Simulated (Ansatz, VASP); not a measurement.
## Ta: VASP beside Ansatz

The input POSCAR:

```
Ta
1.0
   -1.6512800000      1.6512800000      1.7833824000
    1.6512800000     -1.6512800000      1.7833824000
    1.6512800000      1.6512800000     -1.7833824000
Ta
1
Direct
    0.0000000000      0.0000000000      0.0000000000
```

File INCAR.step1:

```
SYSTEM = Ta
ALGO = Normal
EDIFF = 1E-4
ENCUT = 520
GGA = PE
ISMEAR = 0
LASPH = .True.
LCHARG = .False.
LREAL = .False.
LWAVE = .True.
NBANDS = 12
NELM = 80
PREC = Accurate
SIGMA = 0.15
```

File INCAR.step2:

```
SYSTEM = Ta
ALGO = Normal
EDIFF = 1E-6
ENCUT = 520
ISIF = 2
ISMEAR = 0
ISTART = 1
LASPH = .True.
LCHARG = .False.
LMIXTAU = .True.
LREAL = .False.
LWAVE = .False.
METAGGA = R2SCAN
NBANDS = 12
NELM = 80
PREC = Accurate
SIGMA = 0.15
```

The input KPOINTS:

```
k-points
0
Gamma
  20 20 20
  0 0 0
```

Input for Ansatz:

```yaml
crystal:
  lattice:
    - [-1.65128, 1.65128, 1.7833824]
    - [1.65128, -1.65128, 1.7833824]
    - [1.65128, 1.65128, -1.7833824]
  atoms:
    - { symbol: Ta, position: [0.0, 0.0, 0.0] }
basis:
  ecutwfc: 500
kpoints:
  mp_grid: { grid: [20, 20, 20] }
hamiltonian:
  xc: r2scan
scf:
  occupations: { method: gaussian, width: 0.15 }
output:
  forces: true
  stress: true
  eigenvalues: true
```

Change from the starting cell: strain +0.000 along x and y, +0.080 along z, atoms carried along.

Alike in both runs: task single point; functional r2SCAN; k mesh 20 × 20 × 20; occupations gaussian, width 0.15 eV; no spin polarisation.

|  | VASP | Ansatz |
| --- | --- | --- |
| version | VASP 6.6.1 | Ansatz 0.2.0 |
| potentials or method | VASP PAW PBE potentials, release 64 (Ta_pv), cutoff 520 eV | scalar-relativistic, plane waves, PAW |
| valence electrons in the cell | 11 | 13 |

```csv
,VASP,Ansatz,Ansatz less VASP
gap on the k mesh at the Fermi level (eV),none,none,-
pressure (GPa),-12.2,-12.6,-0.44
"traceless stress, the component that is largest in VASP (GPa)",-3.98,-4.00,-0.021
```

VASP's potentials were made for PBE, not for r2SCAN. A gap of «none» marks a metal or a gap that the smearing closes. The functional is the same, so the differences come from potentials, cutoffs and numerics. VASP's potentials hold 11 valence electrons a cell and Ansatz's 13, so a difference there can come from the potentials and not from the codes.

Spin-orbit coupling is off throughout.
